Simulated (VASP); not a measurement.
Input of a VASP 6.6.1 run:

INCAR

```
SYSTEM = SnO
ALGO = Normal
EDIFF = 1E-6
ENCUT = 910
GGA = PE
GGA_COMPAT = .FALSE.
ISIF = 2
ISMEAR = 0
IVDW = 12
LASPH = .TRUE.
LCHARG = .FALSE.
LREAL = .FALSE.
LWAVE = .FALSE.
NBANDS = 28
NELM = 120
PREC = Accurate
SIGMA = 0.15
```

The input KPOINTS:

```
k-points
0
G
  14 14 12
  0 0 0
```

POSCAR

```
SnO
1.0
    3.9452399520      0.0000000000      0.0000000000
    0.0000000000      3.9452399520      0.0000000000
    0.0000000000      0.0000000000      4.5046367495
Sn O
2 2
Direct
    0.0000000000      0.5000000000      0.2432421493
    0.5000000000      0.0000000000      0.7567578507
    0.0000000000      0.0000000000      0.0000000000
    0.5000000000      0.5000000000      0.0000000000
```

Potentials or basis: VASP PAW PBE potentials, release 64 (Sn_d, O_h).

Run with:

```console
$ cat potpaw_PBE.64/Sn_d/POTCAR potpaw_PBE.64/O_h/POTCAR > POTCAR
$ mpirun -np 1 vasp_std > vasp.out
```

**Question.** What does it give for the band gap on the k mesh?

**Answer.** 0.40 eV (least direct gap 1.71 eV).

**Question.** What does it give for the largest force?

**Answer.** 0.332 eV/Å.

**Question.** Estimate the dispersion energy per atom.

**Answer.** -0.235 eV.

**Question.** What does it give for the pressure?

**Answer.** -1.1 GPa.

Forces on the atoms (eV/Å):
```
Sn   0.000  0.000  0.332
Sn   0.000  0.000 -0.332
O    0.000  0.000  0.000
O    0.000  0.000  0.000
```

Caveat: the cutoff is under 1.25 times the usual one of these potentials, so pressure, stress and relaxed cells hold a basis-set (Pulay) error; spin-orbit coupling is left out, which moves the levels of the heavy elements. A k mesh can miss the band edges.
